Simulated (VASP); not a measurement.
SiGe: single point with PBEsol

Crystal: SiGe.

```
CELL_PARAMETERS angstrom
3.86159 0.00000 0.00000
-1.93080 3.34424 0.00000
0.00000 0.00000 6.37835
ATOMIC_POSITIONS crystal
Si 0.33333 0.66667 0.00002
Si 0.66667 0.33333 0.50002
Ge 0.33333 0.66667 0.37398
Ge 0.66667 0.33333 0.87398
```

```yaml
Program: VASP 6.6.1
Task: single point
Functional: PBEsol
Potentials_or_basis: VASP PAW PBE potentials, release 64 (Si, Ge_d)
Cutoff: 500 eV
k_mesh: 9 × 9 × 6
Occupations: gaussian, width 0.01 eV
Spin: no spin polarisation
```

The pressure is 2.6 GPa and the band gap on the k mesh is 0.33 eV (least direct gap 0.49 eV).

Stress tensor (GPa, compression positive):
```
2.54 0.00 0.00
0.00 2.54 0.00
0.00 0.00 2.63
```

Levels at points of the mesh, in eV from the valence-band top:
| k point | band 15 | band 16 | band 17 | band 18 | band 19 | band 20 | band 21 | band 22 |
| --- | --- | --- | --- | --- | --- | --- | --- | --- |
| (0.00, 0.00, 0.00) | -1.64 | -0.34 | 0.00 | 0.00 | 0.49 | 1.74 | 2.01 | 2.01 |
| (0.00, 0.00, 0.50) | -1.01 | -1.01 | -1.01 | -1.01 | 1.30 | 1.30 | 3.08 | 3.08 |

Run time: 85 s on 1 thread of AMD EPYC 7R13, with other jobs on the host, peak memory 0.2 GiB.

Caveat: semilocal functionals underestimate gaps, and a narrow one can read as zero; the PAW data sets were made with another functional, which shifts forces and pressure a little. A k mesh can miss the band edges.
